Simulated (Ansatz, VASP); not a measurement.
Rh: VASP beside Ansatz

```
CELL_PARAMETERS angstrom
-1.53523 1.53523 1.53523
1.53523 -1.53523 1.53523
1.53523 1.53523 -1.53523
ATOMIC_POSITIONS crystal
Rh 0.00000 0.00000 0.00000
```

Alike in both runs: task electric field gradients; functional PBEsol; k mesh 16 × 16 × 16; occupations fermi-dirac, width 0.05 eV; no spin polarisation.

```csv
,VASP,Ansatz
version,VASP 6.6.1,Ansatz 0.2.0
potentials or method,"VASP PAW PBE potentials, release 64 (Rh_pv)","PAW with Ansatz's default frozen-core files, scalar-relativistic"
plane-wave cutoff (eV),520,420
valence electrons in the cell,15,17
```

```tsv
	VASP	Ansatz	Ansatz less VASP
pressure (GPa)	-9.9	-9.9	+0.04
```

VASP's potentials were made for PBE, not for PBEsol. The functional is the same, so the differences come from potentials, cutoffs and numerics. VASP's potentials hold 15 valence electrons a cell and Ansatz's 17, so a difference there can come from the potentials and not from the codes.
